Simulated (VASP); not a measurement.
# LiH17O9: single point with r2SCAN+D3(BJ)

The system is LiH17O9.

```
CELL_PARAMETERS angstrom
6.57314 0.00000 0.00000
0.00000 6.57314 0.00000
0.00000 0.00000 6.57314
ATOMIC_POSITIONS crystal
O 0.79811 0.42890 0.99067
O 0.20120 0.38426 0.50455
O 0.42756 0.80494 0.85822
O 0.67650 0.69312 0.42442
O 0.88559 0.17387 0.30264
O 0.00143 0.81771 0.73793
O 0.61473 0.17797 0.62580
O 0.42614 0.34875 0.13111
O 0.92603 0.80464 0.14167
H 0.83490 0.56466 0.04588
H 0.86805 0.34069 0.09141
H 0.28860 0.30022 0.59564
H 0.28464 0.40977 0.38551
H 0.30955 0.83796 0.77812
H 0.40338 0.67622 0.92125
H 0.67134 0.54673 0.42815
H 0.77905 0.72331 0.30199
H 0.01242 0.21544 0.37174
H 0.89876 0.02509 0.25796
H 0.00677 0.69786 0.65162
H 0.97497 0.78815 0.88169
H 0.68398 0.18042 0.49471
H 0.67960 0.28400 0.70431
H 0.55972 0.38466 0.06981
H 0.40224 0.21591 0.06295
H 0.06606 0.78192 0.17181
Li 0.66423 0.87027 0.65982
```

* Program: VASP 6.6.1
* Task: single point
* Functional: r2SCAN
* Dispersion: D3(BJ)
* Potentials or basis: VASP PAW PBE potentials, release 64 (O, H, Li_sv)
* Cutoff: 720 eV
* k mesh: 1 × 1 × 1
* Occupations: fermi-dirac, width 0.05 eV
* Spin: no spin polarisation
* Dipole correction: no
* Further INCAR settings: ALGO = Normal; EDIFF = 1e-06; NBANDS = 56

The pressure is -2.1 GPa and the largest force is 1.491 eV/Å. The dispersion energy per atom is -0.018 eV.

Forces in eV/Å, atoms in the order of the input:
```
O    0.334  0.313  0.359
O    0.341 -0.664  0.892
O    1.000  0.658 -0.318
O    0.832  0.129 -0.848
O    0.304 -0.526  0.213
O   -0.088  0.422 -1.041
O   -0.420 -0.269  0.183
O   -0.095 -1.101 -1.000
O   -0.907 -0.168 -0.198
H   -0.015  0.152 -0.378
H   -0.489 -0.352 -0.297
H   -0.579  0.770 -0.933
H    0.290 -0.165 -0.193
H   -0.750 -0.158  0.031
H   -0.200 -0.517  0.191
H   -0.221 -0.080  0.058
H   -0.406  0.263  0.841
H   -0.405 -0.100 -0.002
H    0.127  0.658 -0.280
H   -0.015 -0.071  0.610
H   -0.119 -0.202  0.428
H    0.461  0.149 -0.516
H    0.217 -0.071  0.410
H    0.134  0.177  0.389
H   -0.116  0.982  0.782
H    0.618 -0.240  0.348
Li   0.169  0.011  0.269
```

Stress tensor (GPa, compression positive):
```
-1.61  0.26  0.30
 0.26 -2.67 -1.26
 0.30 -1.26 -2.10
```

Levels at points of the mesh, in eV from the Fermi level:
| k point | band 34 | band 35 | band 36 | band 37 | band 38 | band 39 | band 40 | band 41 |
| --- | --- | --- | --- | --- | --- | --- | --- | --- |
| (0.00, 0.00, 0.00) | -2.10 | -2.07 | -1.40 | -1.29 | 3.37 | 6.46 | 6.68 | 7.19 |

It took 3.2 min on 1 thread of Intel(R) Xeon(R) Platinum 8259CL CPU @ 2.50GHz (Skylake/Cascade Lake) (shared host), peak memory 0.52 GiB.

Caveat: the k points lie up to 0.96 Å⁻¹ apart; the PAW data sets were made with another functional, which shifts forces and pressure a little.
